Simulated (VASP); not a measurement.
## NaI: elastic constants with PBEsol

The system is NaI.

```
CELL_PARAMETERS angstrom
0.00000 3.20026 3.20026
3.20026 0.00000 3.20026
3.20026 3.20026 0.00000
ATOMIC_POSITIONS crystal
Na 0.00000 0.00000 0.00000
I 0.50000 0.50000 0.50000
```

```
Program                   : VASP 6.6.1
Task                      : elastic constants
Functional                : PBEsol
Potentials or basis       : VASP PAW PBE potentials, release 64 (Na_pv, I)
Cutoff                    : 600 eV
k mesh                    : 6 × 6 × 6
Occupations               : gaussian, width 0.01 eV
Spin                      : no spin polarisation
Dipole correction         : no
Ions in elastic constants : relaxed
Further INCAR settings    : ALGO = Normal; EDIFF = 1e-08; IBRION = 6; POTIM = 0.015; NSW = 1; ISIF = 3
```

```json
{
 "Elastic constants C11, C12, C44": "37, 8, 7 GPa",
 "Voigt bulk modulus": "17 GPa",
 "Highest phonon frequency at Γ, LO-TO splitting left out": "120 cm⁻¹"
}
```

Phonon frequencies in cm⁻¹ (negative: imaginary):
| q point | frequencies |
| --- | --- |
| (0.000, 0.000, 0.000) | 0 0 0 120 120 120 |

Elastic tensor in Voigt notation (GPa, in the Cartesian axes of the cell as first typed):
```
37  8  8  0  0  0
 8 37  8  0  0  0
 8  8 37  0  0  0
 0  0  0  7  0  0
 0  0  0  0  7  0
 0  0  0  0  0  7
```

Clamped-ion elastic tensor (GPa):
```
37  8  8  0  0  0
 8 37  8  0  0  0
 8  8 37  0  0  0
 0  0  0  7  0  0
 0  0  0  0  7  0
 0  0  0  0  0  7
```

Run time: 3.8 min on 1 thread of Intel(R) Xeon(R) 6975P-C (Granite Rapids), with other jobs on the host, peak memory 0.29 GiB.

Caveat: the PAW data sets were made with another functional, which shifts forces and pressure a little.
